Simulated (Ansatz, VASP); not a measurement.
# Two plane-wave programs on Be

```
CELL_PARAMETERS angstrom
0.00000 2.48573 2.48573
2.48573 0.00000 2.48573
2.48573 2.48573 0.00000
ATOMIC_POSITIONS crystal
Be 0.12500 0.12500 0.12500
Be 0.87500 0.87500 0.87500
```

Alike in both runs: functional BLYP; k mesh 12 × 12 × 12; occupations fermi-dirac, width 0.1 eV; no spin polarisation.

Ansatz relaxed the structure, and its values are those at the end. VASP's run is a single point on that final structure, the one shown.

|  | VASP | Ansatz |
| --- | --- | --- |
| version | VASP 6.6.1 | Ansatz 0.2.0 |
| potentials or method | VASP PAW PBE potentials, release 64 (Be), cutoff 520 eV | plane waves (420 eV) with PAW, scalar-relativistic |
| valence electrons in the cell | 4 | 4 |

```tsv
	VASP	Ansatz	Ansatz less VASP
pressure (GPa)	0.0	0.0	-0.01
```

VASP's potentials were made for PBE, not for BLYP. With one functional, cell and mesh, what is left measures potentials, basis and numerics.
